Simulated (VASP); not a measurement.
KF:

```xyz
2
Lattice="0.0000 2.6357 2.6357 2.6357 0.0000 2.6357 2.6357 2.6357 0.0000" Properties=species:S:1:pos:R:3 pbc="T T T"
K     0.0000    0.0000    0.0000
F     2.6357    2.6357    2.6357
```

```yaml
Program: VASP 6.6.1
Task: relaxation of cell and atoms
Functional: PBE
Dispersion: D3(BJ)
Potentials_or_basis: VASP PAW PBE potentials, release 64 (K_sv, F)
Cutoff: 600 eV
k_mesh: 7 × 7 × 7
Occupations: methfessel-paxton, width 0.025 eV
Spin: non-collinear spin, zero start, spin-orbit coupling
Starting_moments: "[[0.0, 0.0, 0.0], [0.0, 0.0, 0.0]] μB"
```

At the start: pressure 1.6 GPa; volume 18.31 Å³/atom.

Q: Where does the relaxation end?

A: Over 3 steps the energy falls by 3.8 meV/atom and the volume is 19.15 Å³/atom (+4.6 %); space group Fm-3m (No. 225, to 0.1 Å) before and after; moment 0.00 μB per cell.

Step by step:
| step | energy change (eV) | largest force (eV/Å) | pressure (GPa) | volume (Å³) |
| --- | --- | --- | --- | --- |
| 1 | 0.0000 | 0.0000 | 1.56 | 36.62 |
| 2 | -0.0064 | 0.0000 | 0.60 | 37.58 |
| 3 | -0.0076 | 0.0000 | -0.04 | 38.29 |

Final structure:
```
CELL_PARAMETERS angstrom
0.00000 2.67528 2.67528
2.67528 0.00000 2.67528
2.67528 2.67528 0.00000
ATOMIC_POSITIONS crystal
K 0.00000 0.00000 0.00000
F 0.50000 0.50000 0.50000
```
